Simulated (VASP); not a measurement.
# SiMo3 (Fm-3m) in VASP: further runs

Runs on SiMo3. Level: PBE. Tasks: single point, relaxation of cell and atoms.

Everything below comes from runs of VASP 6.6.1. Logs are shortened: lines on timing, memory, paths and dates and some standing lists are left out, and cuts for length are marked.

## 1. The cell of the first run

The structure is cubic, space group Fm-3m (No. 225). Conventional cell: a = 6.199 Å, b = 6.199 Å, c = 6.199 Å, α = 90.00°, β = 90.00°, γ = 90.00°. Within 3.5 Å of Si (site symmetry m-3m) lie 14 Mo at 2.68 to 3.10 Å. Within 3.5 Å of Mo (site symmetry -43m) lie 4 Si at 2.68 Å and 10 Mo at 2.68 to 3.10 Å. Within 3.5 Å of Mo (site symmetry m-3m) lie 8 Mo at 2.68 Å and 6 Si at 3.10 Å.

## 2. Single point, PBE

File INCAR:

```
SYSTEM = SiMo3
PREC = Accurate
ENCUT = 520
EDIFF = 1E-7
ISMEAR = 0
SIGMA = 0.1
LREAL = .FALSE.
LASPH = .TRUE.
NELM = 80
ALGO = Fast
ISIF = 2
LWAVE = .FALSE.
LCHARG = .FALSE.
GGA = PE
NBANDS = 31
```

File KPOINTS:

```
regular mesh
0
G
  4 4 4
  0 0 0
```

File POSCAR:

```
SiMo3
1.0
    0.0000000000      3.0995405396      3.0995405396
    3.0995405396      0.0000000000      3.0995405396
    3.0995405396      3.0995405396      0.0000000000
Si Mo
1 3
Direct
    0.0000000000      0.0000000000      0.0000000000
    0.7500000000      0.7500000000      0.7500000000
    0.2500000000      0.2500000000      0.2500000000
    0.5000000000      0.5000000000      0.5000000000
```

Potentials or basis: VASP PAW PBE potentials, release 64 (Si, Mo_sv).

On the command line:

```
$ cat potpaw_PBE.64/Si/POTCAR potpaw_PBE.64/Mo_sv/POTCAR > POTCAR
$ mpirun -np 1 vasp_std > vasp.out
```

OUTCAR:

```text
SYSTEM = SiMo3
   PREC = Accurate
   ENCUT = 520
   EDIFF = 1E-7
   ISMEAR = 0
   LREAL = .FALSE.
   LASPH = .TRUE.
   NELM = 80
   ISIF = 2
   GGA = PE

 ion  position               nearest neighbor table
   1  0.000  0.000  0.000-   2 2.68   3 2.68   2 2.68   2 2.68   2 2.68   3 2.68   3 2.68   3 2.68
                             4 3.10   4 3.10   4 3.10   4 3.10   4 3.10   4 3.10
   2  0.750  0.750  0.750-   1 2.68   4 2.68   4 2.68   4 2.68   4 2.68   1 2.68   1 2.68   1 2.68
                             3 3.10   3 3.10   3 3.10   3 3.10   3 3.10   3 3.10
   3  0.250  0.250  0.250-   1 2.68   4 2.68   1 2.68   1 2.68   1 2.68   4 2.68   4 2.68   4 2.68
                             2 3.10   2 3.10   2 3.10   2 3.10   2 3.10   2 3.10
   4  0.500  0.500  0.500-   2 2.68   3 2.68   3 2.68   3 2.68   3 2.68   2 2.68   2 2.68   2 2.68
                             1 3.10   1 3.10   1 3.10   1 3.10   1 3.10   1 3.10

  LATTYP: Found a face centered cubic cell.
 ALAT       =     6.1990810792

  Lattice vectors:

 A1 = (   0.0000000000,   3.0995405396,   3.0995405396)
 A2 = (   3.0995405396,   0.0000000000,   3.0995405396)
 A3 = (   3.0995405396,   3.0995405396,   0.0000000000)

Analysis of symmetry for initial positions (statically):
=====================================================================
 Subroutine PRICEL returns:
 Original cell was already a primitive cell.

 Routine SETGRP: Setting up the symmetry group for a
 face centered cubic supercell.

 Subroutine GETGRP returns: Found 48 space group operations
 (whereof 48 operations were pure point group operations)
 out of a pool of 48 trial point group operations.

The static configuration has the point symmetry O_h .

Analysis of symmetry for dynamics (positions and initial velocities):
=====================================================================
 Subroutine PRICEL returns:
 Original cell was already a primitive cell.

 Routine SETGRP: Setting up the symmetry group for a
 face centered cubic supercell.

 Subroutine GETGRP returns: Found 48 space group operations
 (whereof 48 operations were pure point group operations)
 out of a pool of 48 trial point group operations.

The dynamic configuration has the point symmetry O_h .

 Subroutine INISYM returns: Found 48 space group operations
 (whereof 48 operations are pure point group operations),
 and found     1 'primitive' translations

----------------------------------------------------------------------------------------

                                     Primitive cell

  volume of cell :      59.5555

  direct lattice vectors                    reciprocal lattice vectors
     0.000000000  3.099540540  3.099540540    -0.161314231  0.161314231  0.161314231
     3.099540540  0.000000000  3.099540540     0.161314231 -0.161314231  0.161314231
     3.099540540  3.099540540  0.000000000     0.161314231  0.161314231 -0.161314231

  length of vectors
     4.383412268  4.383412268  4.383412268     0.279404445  0.279404445  0.279404445

  position of ions in fractional coordinates (direct lattice)
     0.000000000  0.000000000  0.000000000
     0.750000000  0.750000000  0.750000000
     0.250000000  0.250000000  0.250000000
     0.500000000  0.500000000  0.500000000

  ion indices of the primitive-cell ions
   primitive index   ion index
                 1           1
                 2           2
                 3           3
                 4           4

----------------------------------------------------------------------------------------

 KPOINTS: regular mesh

Automatic generation of k-mesh.
 Grid dimensions read from file:
 generate k-points for:    4    4    4

 Generating k-lattice:

  Cartesian coordinates                     Fractional coordinates (reciprocal lattice)
    -0.040328558  0.040328558  0.040328558     0.250000000  0.000000000  0.000000000
     0.040328558 -0.040328558  0.040328558     0.000000000  0.250000000  0.000000000
     0.040328558  0.040328558 -0.040328558     0.000000000  0.000000000  0.250000000

  Length of vectors
     0.069851111  0.069851111  0.069851111

  Shift w.r.t. Gamma in fractional coordinates (k-lattice)
     0.000000000  0.000000000  0.000000000

 Subroutine IBZKPT returns following result:
 ===========================================

 Found      8 irreducible k-points:

 Following reciprocal coordinates:
            Coordinates               Weight
  0.000000  0.000000  0.000000      1.000000
  0.250000  0.000000  0.000000      8.000000
  0.500000  0.000000  0.000000      4.000000
  0.250000  0.250000  0.000000      6.000000
  0.500000  0.250000  0.000000     24.000000
 -0.250000  0.250000  0.000000     12.000000
  0.500000  0.500000  0.000000      3.000000
 -0.250000  0.500000  0.250000      6.000000
   k-points           NKPTS =      8   k-points in BZ     NKDIM =      8   number of bands    NBANDS=     31
   number of dos      NEDOS =    301   number of ions     NIONS =      4
   total plane-waves  NPLWV =  46656
   dimension x,y,z NGX =    36 NGY =   36 NGZ =   36
   dimension x,y,z NGXF=    72 NGYF=   72 NGZF=   72
   ions per type =               1   3
   NGX,Y,Z   is equivalent  to a cutoff of  13.65, 13.65, 13.65 a.u.
   NGXF,Y,Z  is equivalent  to a cutoff of  27.31, 27.31, 27.31 a.u.
 SYSTEM =  SiMo3
   PREC   = accura    normal or accurate (medium, high low for compatibility)
   ISTART =      0    job   : 0-new  1-cont  2-samecut
   ICHARG =      2    charge: 1-file 2-atom 10-const
   ISPIN  =      1    spin polarized calculation?
   LNONCOLLINEAR =      F non collinear calculations
   LSORBIT =      F    spin-orbit coupling
   LASPH  =      T    aspherical Exc in radial PAW
   ENCUT  =  520.0 eV  38.22 Ry    6.18 a.u.   8.15  8.15  8.15*2*pi/ulx,y,z
   NELM   =     80;   NELMIN=  2; NELMDL= -5     # of ELM steps
   EDIFF  = 0.1E-06   stopping-criterion for ELM
   LREAL  =      F    real-space projection
   EDIFFG = 0.1E-05   stopping-criterion for IOM
   NSW    =      0    number of steps for IOM
   IBRION =     -1    ionic relax: 0-MD 1-quasi-New 2-CG
   NFREE  =      0    steps in history (QN), initial steepest desc. (CG)
   ISIF   =      2    stress and relaxation
   ISYM   =      2    0-nonsym 1-usesym 2-fastsym
   POTIM  = 0.5000    time-step for ionic-motion
   TEBEG  =    0.0;   TEEND  =   0.0 temperature during run
   PSTRESS=    0.0 pullay stress
   NELECT =      46.0000    total number of electrons
   NUPDOWN=      -1.0000    fix difference up-down
   EMIN   =  10.00;   EMAX   =-10.00  energy-range for DOS
   EFERMI =   0.00;   METHOD = LEGACY
   ISMEAR =     0;   SIGMA  =   0.10  broadening in eV -4-tet -1-fermi 0-gaus
   EFERMI_NEDOS =   21; number of points for ismear=-14 and -15
   IALGO  =     68    algorithm
   IMIX   =      4    mixing-type and parameters
     AMIX     =   0.40;   BMIX     =  1.00
     AMIX_MAG =   1.60;   BMIX_MAG =  1.00
  volume/ion in A,a.u.               =      14.89       100.48
  Fermi-wavevector in a.u.,A,eV,Ry     =   1.502058  2.838479 30.697181  2.256179
  Thomas-Fermi vector in A             =   2.613348
   LORBIT       =      0    0 simple, 1 ext, 2 COOP (PROOUT), +10 PAW based schemes
   GGA     = PE    functional components
   LHFCALC =     F    Hartree Fock is set to
   AEXX    =    0.0000 exact exchange contribution
   IVDW    =     0    specifies the selected vdW correction
   LEPSILON=     F    determine dielectric tensor
   LRPA    =     F    only Hartree local field effects (RPA)
 non-spin polarized calculation
 RMM-DIIS sequential band-by-band and
 Gauss-broadening in eV      SIGMA  =   0.10
  energy-cutoff  :      520.00
  volume of cell :       59.56
 maximum number of plane-waves:      1639
 NGX is ok and might be reduce to    36
   NGX = 17   NGY = 17   NGZ = 17

 number of electron      45.9999995 magnetization

 Free energy of the ion-electron system (eV)
  ---------------------------------------------------
  ext. energy  EPLUGINS =         0.00000000
  ---------------------------------------------------
  free energy    TOTEN  =       -38.40195240 eV

  energy without entropy =      -38.38156935  energy(sigma->0) =      -38.39176087

 E-fermi :  12.5344     XC(G=0): -13.0149

 val. band max:       12.4945119425   @ k =  -0.2500   0.5000   0.2500
 cond. band min:      12.5729463721   @ k =   0.2500   0.0000   0.0000
 fundamental gap:      0.0784344296
 Fermi energy:        12.5343606396

 k-point     1 :       0.0000    0.0000    0.0000
  band No.  band energies     occupation
      1     -48.9250      2.00000
      2     -48.2311      2.00000
      3     -48.2128      2.00000
      4     -23.1697      2.00000
      5     -23.1697      2.00000
      6     -23.1697      2.00000
[... 23 lines left out ...]
     30      17.0951      0.00000
     31      17.0951      0.00000

 k-point     2 :       0.2500    0.0000    0.0000
  band No.  band energies     occupation
      1     -48.9044      2.00000
      2     -48.2422      2.00000
      3     -48.2236      2.00000
      4     -23.2212      2.00000
      5     -23.2212      2.00000
      6     -23.2009      2.00000
[... 23 lines left out ...]
     30      17.1520      0.00000
     31      17.9263      0.00000

 k-point     3 :       0.5000    0.0000    0.0000
  band No.  band energies     occupation
      1     -48.8828      2.00000
      2     -48.2525      2.00000
      3     -48.2365      2.00000
      4     -23.2651      2.00000
      5     -23.2651      2.00000
      6     -23.1879      2.00000
[... 23 lines left out ...]
     30      16.7859      0.00000
     31      18.7721      0.00000

 k-point     4 :       0.2500    0.2500    0.0000
  band No.  band energies     occupation
      1     -48.8976      2.00000
      2     -48.2475      2.00000
      3     -48.2257      2.00000
      4     -23.2891      2.00000
      5     -23.2891      2.00000
      6     -23.1122      2.00000
[... 23 lines left out ...]
     30      17.0095      0.00000
     31      17.5634      0.00000

 k-point     5 :       0.5000    0.2500    0.0000
  band No.  band energies     occupation
      1     -48.8758      2.00000
      2     -48.2554      2.00000
      3     -48.2409      2.00000
      4     -23.3297      2.00000
      5     -23.3108      2.00000
      6     -23.1326      2.00000
[... 23 lines left out ...]
     30      15.8405      0.00000
     31      16.5390      0.00000

 k-point     6 :      -0.2500    0.2500    0.0000
  band No.  band energies     occupation
      1     -48.8831      2.00000
      2     -48.2497      2.00000
      3     -48.2388      2.00000
      4     -23.2691      2.00000
      5     -23.2484      2.00000
      6     -23.2325      2.00000
[... 23 lines left out ...]
     30      16.2725      0.00000
     31      16.4247      0.00000

 k-point     7 :       0.5000    0.5000    0.0000
  band No.  band energies     occupation
      1     -48.8685      2.00000
      2     -48.2656      2.00000
      3     -48.2384      2.00000
      4     -23.3864      2.00000
      5     -23.3864      2.00000
      6     -23.0007      2.00000
[... 23 lines left out ...]
     30      15.1801      0.00000
     31      15.4849      0.00000

 k-point     8 :      -0.2500    0.5000    0.2500
  band No.  band energies     occupation
      1     -48.8685      2.00000
      2     -48.2520      2.00000
      3     -48.2520      2.00000
      4     -23.3946      2.00000
      5     -23.2051      2.00000
      6     -23.2051      2.00000
[... 23 lines left out ...]
     30      15.5339      0.00000
     31      16.0931      0.00000

------------------------ aborting loop because EDIFF is reached ----------------------------------------

  FORCE on cell =-STRESS in cart. coord.  units (eV):
  Direction    XX          YY          ZZ          XY          YZ          ZX
  --------------------------------------------------------------------------------------
  -------------------------------------------------------------------------------------
  Total        0.1403789      0.1403789      0.1403789     -0.0000000     -0.0000000      0.0000000
  in kB        3.7765087      3.7765087      3.7765087     -0.0000000     -0.0000000      0.0000000
  external PRESSURE =       3.7765087 kB  Pullay stress =       0.0000000 kB

 VOLUME and BASIS-vectors are now :
 -----------------------------------------------------------------------------
  energy-cutoff  :      520.00
  volume of cell :       59.56
      direct lattice vectors                 reciprocal lattice vectors
     0.000000000  3.099540540  3.099540540    -0.161314231  0.161314231  0.161314231
     3.099540540  0.000000000  3.099540540     0.161314231 -0.161314231  0.161314231
     3.099540540  3.099540540  0.000000000     0.161314231  0.161314231 -0.161314231

 POSITION                                       TOTAL-FORCE (eV/Angst)
 -----------------------------------------------------------------------------------
      0.00000      0.00000      0.00000        -0.000000      0.000000     -0.000000
      4.64931      4.64931      4.64931         0.000000     -0.000000     -0.000000
      1.54977      1.54977      1.54977        -0.000000      0.000000      0.000000
      3.09954      3.09954      3.09954        -0.000000      0.000000     -0.000000
 -----------------------------------------------------------------------------------
    total drift:                                0.000000      0.000000      0.000000

  FREE ENERGIE OF THE ION-ELECTRON SYSTEM (eV)
  ---------------------------------------------------
  free  energy   TOTEN  =       -38.4019524007 eV

  energy  without entropy=      -38.3815693473  energy(sigma->0) =      -38.39176087
```

Run time: 28 s. Hardware: 1 thread of Intel Xeon Platinum 8259CL at 2.50GHz (Skylake/Cascade Lake), shared host; peak memory 0.19 GiB.

What came out:

```yaml
Free_energy: -38.4020 eV
Pressure: 0.4 GPa
Band_gap_on_the_k_mesh: zero (band 23 reaches 13.84 eV, above the bottom of band 24 at 11.85 eV)
```

Caveat: the k points lie up to 0.44 Å⁻¹ apart.

## 3. Single point, PBE

This run uses another cell than the first one, of 19.23 Å³/atom, 1.292 times its volume.

File INCAR:

```
  PREC = Accurate
  ENCUT = 520
  EDIFF = 1E-6
  ISMEAR = 0
  SIGMA = 0.1
  LREAL = F
  LASPH = T
  NELM = 60
  ALGO = Normal
  ISIF = 2
  LWAVE = F
  LCHARG = F
  GGA = PE
  NBANDS = 31
```

File KPOINTS:

```
regular mesh
0
Gamma
  4 4 4
```

File POSCAR:

```
SiMo3
1.0
    0.0000000000      3.3755307100      3.3755307100
    3.3755307100      0.0000000000      3.3755307100
    3.3755307100      3.3755307100      0.0000000000
Si Mo
1 3
Direct
    0.0000000000      0.0000000000      0.0000000000
    0.7500000000      0.7500000000      0.7500000000
    0.2500000000      0.2500000000      0.2500000000
    0.5000000000      0.5000000000      0.5000000000
```

Potentials or basis: VASP PAW PBE potentials, release 64 (Si, Mo_sv).

On the command line:

```
$ cat potpaw_PBE.64/Si/POTCAR potpaw_PBE.64/Mo_sv/POTCAR > POTCAR
$ mpirun -np 1 vasp_std > vasp.out
```

Run time: 23 s. Hardware: 1 thread of Intel Xeon Platinum 8259CL at 2.50GHz (Skylake/Cascade Lake), shared host; peak memory 0.2 GiB.

Results (log left out):

* Free energy: -36.0577 eV
* Pressure: -34.4 GPa
* Band gap on the k mesh: zero (band 23 reaches 9.91 eV, above the bottom of band 24 at 8.39 eV)

Levels at points of the mesh, in eV from the Fermi level:
| k point | band 20 | band 21 | band 22 | band 23 | band 24 | band 25 | band 26 | band 27 |
| --- | --- | --- | --- | --- | --- | --- | --- | --- |
| (0.00, 0.00, 0.00) | -1.73 | -1.73 | -0.03 | 1.01 | 1.01 | 1.01 | 1.34 | 1.34 |
| (0.50, 0.00, 0.00) | -1.27 | -1.27 | -0.57 | -0.50 | -0.50 | 1.00 | 1.00 | 1.27 |
| (0.50, 0.50, 0.00) | -2.10 | -1.71 | -0.77 | -0.02 | -0.02 | 0.21 | 0.87 | 1.06 |

Caveat: the k points lie up to 0.40 Å⁻¹ apart.

## 4. Single point, PBE

File INCAR:

```
SYSTEM = SiMo3
PREC = Accurate
ENCUT = 520
EDIFF = 1E-7
ISMEAR = 0
SIGMA = 0.1
LREAL = .False.
LASPH = .True.
NELM = 80
ALGO = Normal
ISIF = 2
LWAVE = .False.
LCHARG = .True.
GGA = PE
LELF = .True.
LVHAR = .True.
NBANDS = 31
```

File KPOINTS:

```
regular mesh
0
Gamma
  6 6 6
  0 0 0
```

File POSCAR:

```
SiMo3
1.0
    0.0000000000      3.0995405396      3.0995405396
    3.0995405396      0.0000000000      3.0995405396
    3.0995405396      3.0995405396      0.0000000000
Si Mo
1 3
Direct
    0.0000000000      0.0000000000      0.0000000000
    0.7500000000      0.7500000000      0.7500000000
    0.2500000000      0.2500000000      0.2500000000
    0.5000000000      0.5000000000      0.5000000000
```

On the command line:

```
$ cat potpaw_PBE.64/Si/POTCAR potpaw_PBE.64/Mo_sv/POTCAR > POTCAR
$ mpirun -np 1 vasp_std > vasp.out
```

Wall time 37 s (1 thread of Intel Xeon Platinum 8259CL at 2.50GHz (Skylake/Cascade Lake), shared host); peak memory 0.2 GiB.

The run converged. Its results:

```yaml
Free_energy: -38.4500 eV
Pressure: 0.2 GPa
Band_gap_on_the_k_mesh: zero (band 23 reaches 13.81 eV, above the bottom of band 24 at 11.82 eV)
```

Levels at points of the mesh, in eV from the Fermi level:
| k point | band 19 | band 20 | band 21 | band 22 | band 23 | band 24 | band 25 | band 26 | band 27 | band 28 |
| --- | --- | --- | --- | --- | --- | --- | --- | --- | --- | --- |
| (0.00, 0.00, 0.00) | -2.01 | -2.01 | -2.01 | 1.50 | 1.50 | 1.50 | 1.68 | 2.11 | 2.11 | 2.96 |
| (0.50, 0.00, 0.00) | -2.84 | -1.58 | -1.58 | -0.70 | -0.70 | -0.48 | 1.63 | 1.63 | 1.97 | 1.97 |
| (0.50, 0.50, 0.00) | -2.54 | -2.54 | -2.47 | -1.17 | 0.38 | 0.38 | 0.83 | 1.36 | 1.72 | 2.50 |

(Continued in part 2 of 2.)
